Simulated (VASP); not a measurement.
Wanted: the native input for a VASP 6.6.1 run.

```yaml
Task: single point
Functional: PBE
Potentials_or_basis: VASP PAW PBE potentials, release 64 (C, Se)
Cutoff: 520 eV
k_mesh: 2 × 2 × 1
Occupations: fermi-dirac, width 0.05 eV
Spin: no spin polarisation
Dipole_correction: no
Further_INCAR_settings: LREAL = Auto; ALGO = Normal; EDIFF = 1e-07; NBANDS = 54
```

The structure of C18Se lies in POSCAR:

```
C18Se
1.0
    7.3980000000      0.0000000000      0.0000000000
   -3.6990000000      6.4068560000      0.0000000000
    0.0000000000      0.0000000000     12.0000000000
C Se
18 1
Direct
    0.0029354841      0.0048395097      0.0788347705
    0.2258538145      0.1156853672      0.0791852900
   -0.0009061127      0.3372164715      0.0841996492
    0.2234359265      0.4458613263      0.1037973152
    0.0043918193      0.6732356202      0.0774612803
    0.2223775778      0.7837719179      0.0841504198
    0.3356750259      0.0053188713      0.0791288430
    0.5585928666      0.1161434770      0.0788601981
    0.3391490452      0.3372299718      0.0842273979
    0.5571127765      0.4477475841      0.0774697137
    0.3380612299      0.6751295783      0.1037966588
    0.5624052643      0.7837491793      0.0841837493
    0.6706689438      0.0053059802      0.0791773787
    0.8908608005      0.1156796801      0.0791755541
    0.6688566594      0.3367116308      0.0752135384
    0.8916504323      0.4477467168      0.0774891553
    0.6698521111      0.6732456898      0.0774541379
    0.8926468949      0.7842675990      0.0752120272
    0.2807233401      0.5604952286      0.2709823226
```

One way to write it, as run:

INCAR

```
SYSTEM = C18Se
PREC = Accurate ; ENCUT = 520
EDIFF = 1E-7 ; ISMEAR = -1
SIGMA = 0.05 ; LREAL = Auto
LASPH = .TRUE. ; NELM = 60
ALGO = Normal ; ISIF = 2
LWAVE = .FALSE. ; LCHARG = .TRUE.
GGA = PE ; LELF = .TRUE.
LVHAR = .TRUE. ; NBANDS = 54
```

KPOINTS

```
regular mesh
0
G
  2 2 1
  0 0 0
```

Potentials or basis: VASP PAW PBE potentials, release 64 (C, Se).

Launch:

```sh
$ cat potpaw_PBE.64/C/POTCAR potpaw_PBE.64/Se/POTCAR > POTCAR
$ mpirun -np 1 vasp_std > vasp.out
```

It gave:

```yaml
Largest_force: 0.029 eV/Å
Band_gap_on_the_k_mesh: 0.27 eV, direct
```

Caveat: the k points lie up to 0.49 Å⁻¹ apart.

Run time: 6.5 min on 1 thread of Intel(R) Xeon(R) Platinum 8259CL CPU @ 2.50GHz (Skylake/Cascade Lake), on a shared host, peak memory 0.58 GiB.
